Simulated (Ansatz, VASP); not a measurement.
## NaCaF3: VASP beside Ansatz

```
Na Ca F
1.0
     4.38057    0.00000    0.00000
     0.00000    4.38057    0.00000
     0.00000    0.00000    4.38057
Na Ca F
1 1 3
Cartesian
  0.0000 0.0000 0.0000
  2.1903 2.1903 2.1903
  2.1903 2.1903 0.0000
  2.1903 0.0000 2.1903
  0.0000 2.1903 2.1903
```

Alike in both runs: task single point; functional PBE; k mesh 6 × 6 × 6; no spin polarisation.

```csv
,VASP,Ansatz
version,VASP 6.6.1,Ansatz 0.2.0
potentials or method,"VASP PAW PBE potentials, release 64 (Na_sv, Ca_sv, F)","plane waves, PAW"
plane-wave cutoff (eV),970,420
occupations,"gaussian, width 0.01 eV",fixed
valence electrons in the cell,40,40
```

VASP gave:

- gap on the k mesh at the Fermi level (eV): 5.10
- pressure (GPa): 2.0

Task: Which values does Ansatz return?

Result: gap on the k mesh at the Fermi level (eV): 5.10; pressure (GPa): 1.8.
